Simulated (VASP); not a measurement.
Input of a VASP 6.6.1 run:

Contents of INCAR:

```
SYSTEM = C
PREC = Accurate ; ENCUT = 520
EDIFF = 1E-7 ; ISMEAR = 0
SIGMA = 0.15 ; LREAL = .FALSE.
LASPH = .TRUE. ; NELM = 100
ALGO = Normal ; ISIF = 2
LWAVE = .FALSE. ; LCHARG = .FALSE.
GGA = PS ; IVDW = 12
NBANDS = 11
```

KPOINTS

```
Automatic mesh
0
G
  21 21 12
  0 0 0
```

The input POSCAR:

```
C
1.0
    2.4780568104      0.0000000000      0.0000000000
   -1.2390284052      2.1460601498      0.0000000000
    0.0000000000      0.0000000000      3.5587769439
C
2
Direct
    0.3474284648      0.6948569296      0.0000000000
    0.6525715352      0.3051430704      0.0000000000
```

Potentials or basis: VASP PAW PBE potentials, release 64 (C).

Command:

```sh
$ cat potpaw_PBE.64/C/POTCAR > POTCAR
$ mpirun -np 1 vasp_std > vasp.out
```

Task: What does it give for the pressure?

Result: 0.9 GPa.

Task: What does it give for the dispersion energy per atom?

Result: -0.103 eV.

Forces in eV/Å, atoms in the order of the input:
```
C    0.000 -7.201  0.000
C    0.000  7.201  0.000
```

Caveat: the cell differs from its parent crystal (atoms displaced along a vibrational mode, the cell strained); the stress differs along the axes, from -12 to 15 GPa; the PAW data sets were made with another functional, which shifts forces and pressure a little.
